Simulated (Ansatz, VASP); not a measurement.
## One calculation of TiTe2, two programs

```
CELL_PARAMETERS angstrom
3.23206 0.00000 0.00000
-1.61603 2.79905 0.00000
0.00000 0.00000 5.76803
ATOMIC_POSITIONS crystal
Ti 0.00000 0.00000 0.00000
Te 0.66667 0.33333 0.29984
Te 0.33333 0.66667 0.70016
```

Change from the starting cell: volume scaled by 0.65, PAW files.

Alike in both runs: task single point; functional PBEsol; k mesh 11 × 11 × 6; occupations fermi-dirac, width 0.05 eV; no spin polarisation.

|  | VASP | Ansatz |
| --- | --- | --- |
| version | VASP 6.6.1 | Ansatz 0.2.0 |
| potentials or method | VASP PAW PBE potentials, release 64 (Ti_sv, Te) | PAW with Ansatz's default frozen-core files, scalar-relativistic |
| plane-wave cutoff (eV) | 520 | 420 |
| valence electrons in the cell | 24 | 44 |

```tsv
	VASP	Ansatz	Ansatz less VASP
pressure (GPa)	44.2	44.1	-0.14
rms of the force components (eV/Å)	0.007	0.000	-0.0067
```

VASP's potentials were made for PBE, not for PBEsol. Atom by atom the forces differ by 0.007 eV/Å (rms over components). Both programs put the cell under a high pressure, so it lies far from rest at this level. VASP's potentials hold 24 valence electrons a cell and Ansatz's 44, so a difference there can come from the potentials and not from the codes.

Spin-orbit coupling is off throughout.
